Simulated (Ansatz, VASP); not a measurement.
## Be3Se4 in VASP and in Ansatz

```
Be Se
1.0
     5.11417    0.00000    0.00000
     0.00000    5.11417    0.00000
     0.00000    0.00000    5.11417
Be Se
3 4
Cartesian
  2.5571 0.0000 2.5571
  0.0000 2.5571 2.5571
  2.5571 2.5571 0.0000
  3.8367 3.8367 1.2775
  1.2775 1.2775 1.2775
  3.8367 1.2775 3.8367
  1.2775 3.8367 3.8367
```

Change from the starting cell: built by hand: ordered-vacancy zincblende (P-43m CdIn2Se4 type) (P-43m, No. 215).

Alike in both runs: functional PBE; k mesh 6 × 6 × 6; occupations gaussian, width 0.1 eV; no spin polarisation.

Ansatz relaxed the structure, and its values are those at the end. VASP's run is a single point on that final structure, the one shown.

```csv
,VASP,Ansatz
version,VASP 6.6.1,Ansatz 0.2.0
potentials or method,"VASP PAW PBE potentials, release 64 (Be, Se), cutoff 520 eV","scalar-relativistic, plane waves, PAW"
valence electrons in the cell,30,70
```

|  | VASP | Ansatz | Ansatz less VASP |
| --- | --- | --- | --- |
| gap on the k mesh at the Fermi level (eV) | none | none | - |
| pressure (GPa) | 0.1 | 0.0 | -0.14 |
| rms of the force components (eV/Å) | 0.000 | 0.006 | +0.0051 |

A gap of «none» marks a metal or a gap that the smearing closes. The functional is the same, so the differences come from potentials, cutoffs and numerics. VASP's potentials hold 30 valence electrons a cell and Ansatz's 70, so a difference there can come from the potentials and not from the codes.
